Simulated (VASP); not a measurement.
Wanted: the native input for a VASP 6.6.1 run.

| Property | Result |
| --- | --- |
| Task | single point |
| Functional | PBE |
| Potentials or basis | VASP PAW PBE potentials, release 64 (Ti_sv) |
| Cutoff | 520 eV |
| k mesh | 14 × 14 × 14 |
| Occupations | fermi-dirac, width 0.05 eV |
| Spin | no spin polarisation |
| Dipole correction | no |
| Further INCAR settings | ALGO = Normal; EDIFF = 1e-06; NBANDS = 12 |

The structure of Ti lies in POSCAR:

```
Ti
1.0
   -1.6245900000      1.6245900000      1.6410000000
    1.6245900000     -1.6245900000      1.6410000000
    1.6245900000      1.6245900000     -1.6410000000
Ti
1
Direct
    0.0000000000      0.0000000000      0.0000000000
```

This cell differs from its parent crystal: equal xx and yy strain of -1 %.

The input as run:

INCAR

```
SYSTEM = Ti
PREC     = Accurate       ! precision mode
ENCUT    = 520            ! plane-wave cutoff, eV
EDIFF    = 1E-6           ! SCF threshold, eV
ISMEAR   = -1             ! smearing method
SIGMA    = 0.05           ! smearing width, eV
LREAL    = .FALSE.        ! projectors in reciprocal space
LASPH    = .TRUE.         ! aspherical terms in the spheres
NELM     = 80             ! most SCF steps
ALGO     = Normal         ! electronic algorithm
ISIF     = 2              ! what is computed and relaxed
LWAVE    = .FALSE.        ! write WAVECAR
LCHARG   = .FALSE.        ! write CHGCAR
GGA      = PE             ! functional
NBANDS   = 12             ! bands
```

KPOINTS

```
regular mesh
0
G
  14 14 14
  0 0 0
```

Potentials or basis: VASP PAW PBE potentials, release 64 (Ti_sv).

Command:

```bash
$ cat potpaw_PBE.64/Ti_sv/POTCAR > POTCAR
$ mpirun -np 1 vasp_std > vasp.out
```

Results of the run:

```yaml
Pressure: -0.6 GPa
Band_gap_on_the_k_mesh: zero (band 6 reaches 9.08 eV, above the bottom of band 7 at 7.47 eV)
```

Caveat: the cell differs from its parent crystal (equal xx and yy strain of -1 %).

Wall time 64 s on 1 thread of AMD EPYC 7R43 64-Core Processor (Zen 3), with other jobs on the host, peak memory 0.14 GiB.
